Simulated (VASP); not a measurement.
# Na (I4/mmm) in VASP: single point with PBEsol

Aim: the single point of Na with PBEsol.

All numbers are computed with VASP 6.6.1; they aren't measurements. Logs are shortened: lines on timing, memory, paths and dates and some standing lists are left out, and cuts for length are marked.

## 1. The cell of the first run

It takes space group I4/mmm (No. 139, tetragonal). The conventional cell has a = 4.108 Å, b = 4.108 Å, c = 4.362 Å, α = 90.00°, β = 90.00°, γ = 90.00°. Within 4.8 Å of Na (site symmetry 4/mmm) lie 14 Na at 3.63 to 4.36 Å.

## 2. Single point, PBEsol (strain -0.030 along x and y, +0.030 along z)

Contents of INCAR:

```
SYSTEM = Na
PREC = Accurate
ENCUT = 520
EDIFF = 1E-6
ISMEAR = 0
SIGMA = 0.15
LREAL = .FALSE.
LASPH = .TRUE.
NELM = 80
ALGO = Normal
ISIF = 2
LWAVE = .FALSE.
LCHARG = .FALSE.
GGA = PS
NBANDS = 10
```

Contents of KPOINTS:

```
regular mesh
0
G
  16 16 16
  0 0 0
```

Contents of POSCAR:

```
Na
1.0
   -2.0539750000      2.0539750000      2.1810250000
    2.0539750000     -2.0539750000      2.1810250000
    2.0539750000      2.0539750000     -2.1810250000
Na
1
Direct
    0.0000000000      0.0000000000      0.0000000000
```

Potentials or basis: VASP PAW PBE potentials, release 64 (Na_pv).

On the command line:

```bash
$ cat potpaw_PBE.64/Na_pv/POTCAR > POTCAR
$ mpirun -np 1 vasp_std > vasp.out
```

OUTCAR:

```text
SYSTEM = Na
   PREC = Accurate
   ENCUT = 520
   EDIFF = 1E-6
   ISMEAR = 0
   LREAL = .FALSE.
   LASPH = .TRUE.
   NELM = 80
   ISIF = 2
   GGA = PS

 ion  position               nearest neighbor table
   1  0.000  0.000  0.000-

  LATTYP: Found a body centered tetragonal cell.
 ALAT       =     4.1079500000
 C/A-ratio  =     1.0618556701

  Lattice vectors:

 A1 = (  -2.0539750000,   2.0539750000,   2.1810250000)
 A2 = (   2.0539750000,  -2.0539750000,   2.1810250000)
 A3 = (   2.0539750000,   2.0539750000,  -2.1810250000)

Analysis of symmetry for initial positions (statically):
=====================================================================
 Subroutine PRICEL returns:
 Original cell was already a primitive cell.

 Routine SETGRP: Setting up the symmetry group for a
 body centered tetragonal supercell.

 Subroutine GETGRP returns: Found 16 space group operations
 (whereof 16 operations were pure point group operations)
 out of a pool of 16 trial point group operations.

The static configuration has the point symmetry D_4h.

Analysis of symmetry for dynamics (positions and initial velocities):
=====================================================================
 Subroutine PRICEL returns:
 Original cell was already a primitive cell.

 Routine SETGRP: Setting up the symmetry group for a
 body centered tetragonal supercell.

 Subroutine GETGRP returns: Found 16 space group operations
 (whereof 16 operations were pure point group operations)
 out of a pool of 16 trial point group operations.

The dynamic configuration has the point symmetry D_4h.

 Subroutine INISYM returns: Found 16 space group operations
 (whereof 16 operations are pure point group operations),
 and found     1 'primitive' translations

----------------------------------------------------------------------------------------

                                     Primitive cell

  volume of cell :      36.8053

  direct lattice vectors                    reciprocal lattice vectors
    -2.053975000  2.053975000  2.181025000     0.000000000  0.243430421  0.229250009
     2.053975000 -2.053975000  2.181025000     0.243430421  0.000000000  0.229250009
     2.053975000  2.053975000 -2.181025000     0.243430421  0.243430421  0.000000000

  length of vectors
     3.632422973  3.632422973  3.632422973     0.334385910  0.334385910  0.344262604

  position of ions in fractional coordinates (direct lattice)
     0.000000000  0.000000000  0.000000000

[... 74 lines left out ...]
   NELM   =     80;   NELMIN=  2; NELMDL= -5     # of ELM steps
   EDIFF  = 0.1E-05   stopping-criterion for ELM
   LREAL  =      F    real-space projection
   EDIFFG = 0.1E-04   stopping-criterion for IOM
   NSW    =      0    number of steps for IOM
   IBRION =     -1    ionic relax: 0-MD 1-quasi-New 2-CG
   NFREE  =      0    steps in history (QN), initial steepest desc. (CG)
   ISIF   =      2    stress and relaxation
   ISYM   =      2    0-nonsym 1-usesym 2-fastsym
   POTIM  = 0.5000    time-step for ionic-motion
   TEBEG  =    0.0;   TEEND  =   0.0 temperature during run
   PSTRESS=    0.0 pullay stress
   NELECT =       7.0000    total number of electrons
   NUPDOWN=      -1.0000    fix difference up-down
   EMIN   =  10.00;   EMAX   =-10.00  energy-range for DOS
   EFERMI =   0.00;   METHOD = LEGACY
   ISMEAR =     0;   SIGMA  =   0.15  broadening in eV -4-tet -1-fermi 0-gaus
   EFERMI_NEDOS =   21; number of points for ismear=-14 and -15
   IALGO  =     38    algorithm
   IMIX   =      4    mixing-type and parameters
     AMIX     =   0.40;   BMIX     =  1.00
     AMIX_MAG =   1.60;   BMIX_MAG =  1.00
  volume/ion in A,a.u.               =      36.81       248.37
  Fermi-wavevector in a.u.,A,eV,Ry     =   0.941464  1.779110 12.059593  0.886355
  Thomas-Fermi vector in A             =   2.068978
   LORBIT       =      0    0 simple, 1 ext, 2 COOP (PROOUT), +10 PAW based schemes
   GGA     = PS    functional components
   LHFCALC =     F    Hartree Fock is set to
   AEXX    =    0.0000 exact exchange contribution
   IVDW    =     0    specifies the selected vdW correction
   LEPSILON=     F    determine dielectric tensor
   LRPA    =     F    only Hartree local field effects (RPA)
 non-spin polarized calculation
 Gauss-broadening in eV      SIGMA  =   0.15
  energy-cutoff  :      520.00
  volume of cell :       36.81
 maximum number of plane-waves:      1002
   NGX = 13   NGY = 13   NGZ = 13

 number of electron       7.0000003 magnetization

 Free energy of the ion-electron system (eV)
  ---------------------------------------------------
  ext. energy  EPLUGINS =         0.00000000
  ---------------------------------------------------
  free energy    TOTEN  =        -1.40202600 eV

  energy without entropy =       -1.39687218  energy(sigma->0) =       -1.39944909

 E-fermi :   0.3224     XC(G=0):  -6.5201

 val. band max:        0.3163722340   @ k =   0.5000   0.2500   0.0000
 cond. band min:       0.3484859828   @ k =   0.5000   0.1875  -0.0000
 fundamental gap:      0.0321137488
 Fermi energy:         0.3224221066

 k-point     1 :       0.0000    0.0000    0.0000
  band No.  band energies     occupation
      1     -24.4537      2.00000
      2     -24.4537      2.00000
      3     -24.4535      2.00000
      4      -2.9670      2.00000
      5      11.8347      0.00000
      6      11.8347      0.00000
      7      12.6943      0.00000
      8      12.7295      0.00000
      9      13.3026      0.00000
     10      13.5680      0.00000
[... 287 lines left out ...]
 k-point    24 :      -0.0625    0.0625    0.0000
  band No.  band energies     occupation
      1     -24.4552      2.00000
      2     -24.4541      2.00000
      3     -24.4538      2.00000
      4      -2.8949      2.00000
      5      11.3052      0.00000
      6      11.5170      0.00000
      7      11.6647      0.00000
      8      12.1001      0.00000
      9      12.9385      0.00000
     10      13.9746      0.00000

 [... further k-points ...]
[... 5 lines left out ...]
  --------------------------------------------------------------------------------------
  -------------------------------------------------------------------------------------
  Total       -0.0265958     -0.0265958     -0.0355576      0.0000000      0.0000000      0.0000000
  in kB       -1.1577439     -1.1577439     -1.5478599      0.0000000      0.0000000      0.0000000
  external PRESSURE =      -1.2877825 kB  Pullay stress =       0.0000000 kB

 VOLUME and BASIS-vectors are now :
 -----------------------------------------------------------------------------
  energy-cutoff  :      520.00
  volume of cell :       36.81
      direct lattice vectors                 reciprocal lattice vectors
    -2.053975000  2.053975000  2.181025000     0.000000000  0.243430421  0.229250009
     2.053975000 -2.053975000  2.181025000     0.243430421  0.000000000  0.229250009
     2.053975000  2.053975000 -2.181025000     0.243430421  0.243430421  0.000000000

 POSITION                                       TOTAL-FORCE (eV/Angst)
 -----------------------------------------------------------------------------------
      0.00000      0.00000      0.00000        -0.000000      0.000000      0.000000
 -----------------------------------------------------------------------------------
    total drift:                                0.000000     -0.000000      0.000000

  FREE ENERGIE OF THE ION-ELECTRON SYSTEM (eV)
  ---------------------------------------------------
  free  energy   TOTEN  =        -1.4020259982 eV

  energy  without entropy=       -1.3968721848  energy(sigma->0) =       -1.39944909
```

Run time: 2.5 min. Hardware: 1 thread of AMD EPYC 7R13, shared host; peak memory 0.2 GiB.

What came out:

```yaml
Free_energy: -1.4020 eV
Pressure: -0.1 GPa
```

Levels at points of the mesh, in eV from the Fermi level:
| k point | band 2 | band 3 | band 4 | band 5 | band 6 | band 7 |
| --- | --- | --- | --- | --- | --- | --- |
| (0.00, 0.00, 0.00) | -24.78 | -24.78 | -3.29 | 11.51 | 11.51 | 12.37 |
| (0.50, 0.00, 0.00) | -24.79 | -24.78 | 0.69 | 1.15 | 8.50 | 9.48 |
| (0.50, 0.50, 0.00) | -24.79 | -24.78 | 0.91 | 1.42 | 7.75 | 8.72 |
| (0.50, 0.50, 0.50) | -24.80 | -24.80 | 4.22 | 4.25 | 4.79 | 5.27 |

Caveat: the cell differs from its parent crystal (strain -0.030 along x and y, +0.030 along z); the PAW data sets were made with another functional, which shifts forces and pressure a little.
